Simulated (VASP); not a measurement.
# CoSn (P6/mmm) in VASP: a series of runs, part 2 of 2

VASP 6.6.1.

### Step 3. Single point, PBE, collinear spin, ferromagnetic start

This run uses another cell than the first one, of 17.14 Å³/atom.

INCAR

```
SYSTEM = CoSn
  PREC = Accurate
  ENCUT = 520
  EDIFF = 1E-6
  ISMEAR = 0
  SIGMA = 0.1
  LREAL = .False.
  LASPH = .True.
  NELM = 150
  ALGO = Normal
  ISIF = 2
  LWAVE = .False.
  LCHARG = .False.
  ISPIN = 2
  MAGMOM = 3 3 3 0 0 0
  LORBIT = 11
  LMAXMIX = 4
  GGA = PE
  NBANDS = 48
```

KPOINTS

```
Automatic mesh
0
Gamma
  6 6 4
  0 0 0
```

POSCAR

```
CoSn
1.0
    5.3020146287      0.0000000000      0.0000000000
   -2.6510073143      4.5916793597      0.0000000000
    0.0000000000      0.0000000000      4.2235157732
Co Sn
3 3
Direct
    0.0000000000      0.5000000000      0.0000000000
    0.5000000000      0.5000000000      0.0000000000
    0.5000000000      0.0000000000      0.0000000000
    0.6666666667      0.3333333333      0.5000000000
    0.3333333333      0.6666666667      0.5000000000
    0.0000000000      0.0000000000      0.0000000000
```

Potentials or basis: VASP PAW PBE potentials, release 64 (Co, Sn_d).

Run with:

```console
cat potpaw_PBE.64/Co/POTCAR potpaw_PBE.64/Sn_d/POTCAR > POTCAR
mpirun -np 1 vasp_std > vasp.out
```

OUTCAR:

```text
SYSTEM = CoSn
   PREC = Accurate
   ENCUT = 520
   EDIFF = 1E-6
   ISMEAR = 0
   LREAL = .False.
   LASPH = .True.
   NELM = 150
   ISIF = 2
   ISPIN = 2
   LORBIT = 11
   GGA = PE

 ion  position               nearest neighbor table
   1  0.000  0.500  0.000-   4 2.61   5 2.61   4 2.61   5 2.61   6 2.65   6 2.65   2 2.65   2 2.65
                             3 2.65   3 2.65
   2  0.500  0.500  0.000-   4 2.61   5 2.61   4 2.61   5 2.61   3 2.65   3 2.65   1 2.65   1 2.65
                             6 2.65   6 2.65
   3  0.500  0.000  0.000-   4 2.61   5 2.61   4 2.61   5 2.61   2 2.65   2 2.65   6 2.65   6 2.65
                             1 2.65   1 2.65
   4  0.667  0.333  0.500-   3 2.61   3 2.61   1 2.61   1 2.61   2 2.61   2 2.61   5 3.06   5 3.06
                             5 3.06   6 3.72   6 3.72   6 3.72   6 3.72   6 3.72   6 3.72
   5  0.333  0.667  0.500-   3 2.61   3 2.61   1 2.61   1 2.61   2 2.61   2 2.61   4 3.06   4 3.06
                             4 3.06   6 3.72   6 3.72   6 3.72   6 3.72   6 3.72   6 3.72
   6  0.000  0.000  0.000-   1 2.65   1 2.65   3 2.65   3 2.65   2 2.65   2 2.65   5 3.72   4 3.72
                             5 3.72   4 3.72   4 3.72   4 3.72   5 3.72   5 3.72   4 3.72   5 3.72

  LATTYP: Found a hexagonal cell.
 ALAT       =     5.3020146287
 C/A-ratio  =     0.7965869710

  Lattice vectors:

 A1 = (   5.3020146287,   0.0000000000,   0.0000000000)
 A2 = (  -2.6510073143,   4.5916793597,   0.0000000000)
 A3 = (   0.0000000000,   0.0000000000,   4.2235157732)

Analysis of symmetry for initial positions (statically):
=====================================================================
 Subroutine PRICEL returns:
 Original cell was already a primitive cell.

 Routine SETGRP: Setting up the symmetry group for a
 hexagonal supercell.

 Subroutine GETGRP returns: Found 24 space group operations
 (whereof 24 operations were pure point group operations)
 out of a pool of 24 trial point group operations.

The static configuration has the point symmetry D_6h.

Analysis of symmetry for dynamics (positions and initial velocities):
[... 194 lines left out ...]
      4     -11.6114      1.00000
      5     -11.6114      1.00000
      6     -11.5457      1.00000
[... 1018 lines left out ...]
     45      19.2936      0.00000
     46      19.5921      0.00000
 Fermi energy:         9.8649464042

 spin component 2

 k-point     1 :       0.0000    0.0000    0.0000
  band No.  band energies     occupation
      1     -11.7168      1.00000
      2     -11.6537      1.00000
      3     -11.6537      1.00000
      4     -11.6114      1.00000
      5     -11.6114      1.00000
      6     -11.5457      1.00000
[... 1018 lines left out ...]
     45      19.2937      0.00000
     46      19.5921      0.00000
 [bands above 46 left out]

------------------------ aborting loop because EDIFF is reached ----------------------------------------

  FORCE on cell =-STRESS in cart. coord.  units (eV):
  Direction    XX          YY          ZZ          XY          YZ          ZX
  --------------------------------------------------------------------------------------
  -------------------------------------------------------------------------------------
  Total       -0.0488596     -0.0488596     -0.0911166     -0.0000000      0.0000000      0.0000000
  in kB       -0.7613321     -0.7613321     -1.4197814     -0.0000000      0.0000000      0.0000000
  external PRESSURE =      -0.9808152 kB  Pullay stress =       0.0000000 kB

 VOLUME and BASIS-vectors are now :
 -----------------------------------------------------------------------------
  energy-cutoff  :      520.00
  volume of cell :      102.82
      direct lattice vectors                 reciprocal lattice vectors
     5.302014629  0.000000000  0.000000000     0.188607552  0.108892621  0.000000000
    -2.651007314  4.591679360  0.000000000     0.000000000  0.217785242  0.000000000
     0.000000000  0.000000000  4.223515773     0.000000000  0.000000000  0.236769567

 POSITION                                       TOTAL-FORCE (eV/Angst)
 -----------------------------------------------------------------------------------
     -1.32550      2.29584      0.00000        -0.000000     -0.000000      0.000000
      1.32550      2.29584      0.00000        -0.000000     -0.000000      0.000000
      2.65101      0.00000      0.00000        -0.000000     -0.000000      0.000000
      2.65101      1.53056      2.11176         0.000000     -0.000000      0.000000
     -0.00000      3.06112      2.11176        -0.000000      0.000000      0.000000
      0.00000      0.00000      0.00000        -0.000000     -0.000000      0.000000
 -----------------------------------------------------------------------------------
    total drift:                               -0.000000      0.000000     -0.000000

  FREE ENERGIE OF THE ION-ELECTRON SYSTEM (eV)
  ---------------------------------------------------
  free  energy   TOTEN  =       -33.2459104301 eV

  energy  without entropy=      -33.2296737520  energy(sigma->0) =      -33.23779209

 total charge

# of ion       s       p       d       tot
------------------------------------------
    1        0.394   0.448   7.465   8.307
    2        0.394   0.448   7.465   8.307
    3        0.394   0.448   7.465   8.307
    4        1.133   1.235  10.063  12.431
    5        1.133   1.235  10.063  12.431
    6        1.160   1.097  10.034  12.291
--------------------------------------------------
tot          4.609   4.913  52.554  62.076

 magnetization (x)

# of ion       s       p       d       tot
------------------------------------------
    1        0.000  -0.000  -0.000  -0.000
    2        0.000  -0.000  -0.000  -0.000
    3        0.000  -0.000  -0.000  -0.000
    4        0.000   0.000   0.000   0.000
    5        0.000   0.000   0.000   0.000
    6        0.000   0.000   0.000   0.000
--------------------------------------------------
tot          0.000   0.000  -0.000  -0.000
```

OSZICAR:

```text
N       E                     dE             d eps       ncg     rms          rms(c)
DAV:   1     0.710227997189E+03    0.71023E+03   -0.30945E+04  4128   0.230E+03
DAV:   2     0.811295529384E+02   -0.62910E+03   -0.60114E+03  4032   0.581E+02
DAV:   3    -0.283526053116E+02   -0.10948E+03   -0.10572E+03  4200   0.210E+02
DAV:   4    -0.341981246327E+02   -0.58455E+01   -0.58169E+01  4656   0.542E+01
DAV:   5    -0.343717267847E+02   -0.17360E+00   -0.17358E+00  5576   0.856E+00    0.190E+01
DAV:   6    -0.415917228407E+02   -0.72200E+01   -0.34993E+01  4952   0.616E+01    0.282E+01
DAV:   7    -0.330653669627E+02    0.85264E+01   -0.20912E+01  4792   0.465E+01    0.567E+00
DAV:   8    -0.331357371564E+02   -0.70370E-01   -0.18317E+00  4776   0.922E+00    0.480E+00
DAV:   9    -0.332458256136E+02   -0.11009E+00   -0.54857E-01  4712   0.610E+00    0.133E+00
DAV:  10    -0.332468816518E+02   -0.10560E-02   -0.58322E-02  4904   0.258E+00    0.100E+00
DAV:  11    -0.332458316227E+02    0.10500E-02   -0.13033E-02  4984   0.128E+00    0.351E-01
DAV:  12    -0.332459089393E+02   -0.77317E-04   -0.29022E-03  4768   0.435E-01    0.108E-01
DAV:  13    -0.332458537346E+02    0.55205E-04   -0.66097E-04  5144   0.291E-01    0.100E-01
DAV:  14    -0.332458953992E+02   -0.41665E-04   -0.24041E-04  5072   0.156E-01    0.328E-02
DAV:  15    -0.332459080739E+02   -0.12675E-04   -0.35419E-05  4664   0.618E-02    0.114E-02
DAV:  16    -0.332459106496E+02   -0.25757E-05   -0.44079E-06  4456   0.170E-02    0.751E-03
DAV:  17    -0.332459104301E+02    0.21946E-06   -0.88884E-07  2936   0.890E-03
   1 F= -.33245910E+02 E0= -.33237792E+02  d E =-.162367E-01  mag=    -0.0001
```

Run time: 2.6 min. Hardware: 1 thread of Intel Xeon Platinum 8488C (Sapphire Rapids), shared host; peak memory 0.34 GiB.

What came out:

```yaml
Free_energy: -33.2459 eV
Pressure: -0.1 GPa
Net_moment: 0.00 μB per cell
Valence_electrons_inside_the_program's_atomic_spheres: Co 8.31; Sn 12.43, 12.29 (each value once)
```

Levels at points of the mesh, in eV from the Fermi level:
Spin up:
```
           k point  band 31  band 32  band 33  band 34  band 35  band 36  band 37  band 38
(0.00, 0.00, 0.00)    -0.55    -0.55    -0.53    -0.53     0.38     0.46     1.21     1.21
(0.50, 0.00, 0.00)    -0.75    -0.54    -0.53     0.58     0.88     1.51     1.67     2.33
(0.00, 0.00, 0.50)    -1.05    -0.63    -0.61    -0.61    -0.51    -0.51    -0.23     0.38
(0.50, 0.00, 0.50)    -1.06    -0.81    -0.62    -0.56    -0.51    -0.26     0.32     1.11
```
Spin down:
| k point | band 31 | band 32 | band 33 | band 34 | band 35 | band 36 | band 37 | band 38 |
| --- | --- | --- | --- | --- | --- | --- | --- | --- |
| (0.00, 0.00, 0.00) | -0.55 | -0.55 | -0.53 | -0.53 | 0.38 | 0.46 | 1.21 | 1.21 |
| (0.50, 0.00, 0.00) | -0.75 | -0.54 | -0.53 | 0.58 | 0.88 | 1.51 | 1.67 | 2.33 |
| (0.00, 0.00, 0.50) | -1.05 | -0.63 | -0.61 | -0.61 | -0.51 | -0.51 | -0.23 | 0.38 |
| (0.50, 0.00, 0.50) | -1.06 | -0.81 | -0.62 | -0.56 | -0.51 | -0.26 | 0.32 | 1.11 |

Caveat: the k points lie up to 0.37 Å⁻¹ apart; the moments typed at the start vanished in this run; spin-orbit coupling is left out, which moves the levels of the heavy elements.
